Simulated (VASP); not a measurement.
A run of VASP 6.6.1:

The input INCAR:

```
SYSTEM = Ga3B2As5
PREC = Accurate
ENCUT = 520
EDIFF = 1E-7
ISMEAR = 0
SIGMA = 0.1
LREAL = .False.
LASPH = .True.
NELM = 80
ALGO = Normal
ISIF = 2
LWAVE = .False.
LCHARG = .False.
GGA = PE
NBANDS = 46
```

Contents of KPOINTS:

```
Automatic mesh
0
Gamma
  4 4 4
  0 0 0
```

The input POSCAR:

```
Ga3B2As5
1.0
   -0.0002428560     -3.7825070214      0.0005058576
    3.7806923630      0.0002737265     -0.0011910721
   -1.8977245531      1.8884324330     13.6226683937
Ga B As
3 2 5
Direct
    0.0005018897      0.0000922046      0.0000307340
    0.1946061336      0.1949630348      0.3895005641
    0.8049229541      0.8055567022      0.6105284103
    0.5975788317      0.5973603988      0.1944990777
    0.4024607784      0.4025820843      0.8054845909
    0.5562593580      0.0558403565      0.1116959499
    0.1387864500      0.6385622754      0.2772715263
    0.7497501123      0.2499838309      0.4999703054
    0.3609954395      0.8610437681      0.7227115082
    0.9441380528      0.4440153445      0.8883073334
```

Potentials or basis: VASP PAW PBE potentials, release 64 (Ga_d, B, As).

Command:

```sh
$ cat potpaw_PBE.64/Ga_d/POTCAR potpaw_PBE.64/B/POTCAR potpaw_PBE.64/As/POTCAR > POTCAR
$ mpirun -np 1 vasp_std > vasp.out
```

Hardware: 1 thread of Intel(R) Xeon(R) Platinum 8375C CPU @ 2.90GHz (Ice Lake) (shared host).

Question: Estimate the wall time of this run.

Answer: Run time: 4.3 min on 1 thread of Intel(R) Xeon(R) Platinum 8375C CPU @ 2.90GHz (Ice Lake), with other jobs on the host, peak memory 0.43 GiB. Counts: scf iterations 16, k points 36.
